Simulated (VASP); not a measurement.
Set up this calculation in VASP 6.6.1, as the native input.

* Task: single point
* Functional: PBE
* Potentials or basis: VASP PAW PBE potentials, release 64 (K_sv, F)
* Cutoff: 600 eV
* k mesh: 6 × 6 × 6
* Occupations: gaussian, width 0.01 eV
* Spin: no spin polarisation
* Dipole correction: no
* Further INCAR settings: ALGO = Normal; EDIFF = 1e-06; NBANDS = 15

The structure of KF lies in POSCAR:

```
KF
1.0
    0.0000000000      2.6138809035      2.6138809035
    2.6138809035      0.0000000000      2.6138809035
    2.6138809035      2.6138809035      0.0000000000
K F
1 1
Direct
    0.0000000000      0.0000000000      0.0000000000
    0.5000000000      0.5000000000      0.5000000000
```

The input as run:

INCAR

```
PREC = Accurate
ENCUT = 600
EDIFF = 1E-6
ISMEAR = 0
SIGMA = 0.01
LREAL = F
LASPH = T
NELM = 120
ALGO = Normal
ISIF = 2
LWAVE = F
LCHARG = T
GGA = PE
LELF = T
LVHAR = T
NBANDS = 15
GGA_COMPAT = F
```

KPOINTS

```
regular mesh
0
Gamma
  6 6 6
```

Potentials or basis: VASP PAW PBE potentials, release 64 (K_sv, F).

Run with:

```console
$ cat potpaw_PBE.64/K_sv/POTCAR potpaw_PBE.64/F/POTCAR > POTCAR
$ mpirun -np 1 vasp_std > vasp.out
```

It gave:

```
Pressure               : 4.2 GPa
Band gap on the k mesh : 6.53 eV
```

Caveat: the cell stands under pressure.

Run time: 26 s on 1 thread of AMD EPYC 7R13, with other jobs on the host, peak memory 0.14 GiB.
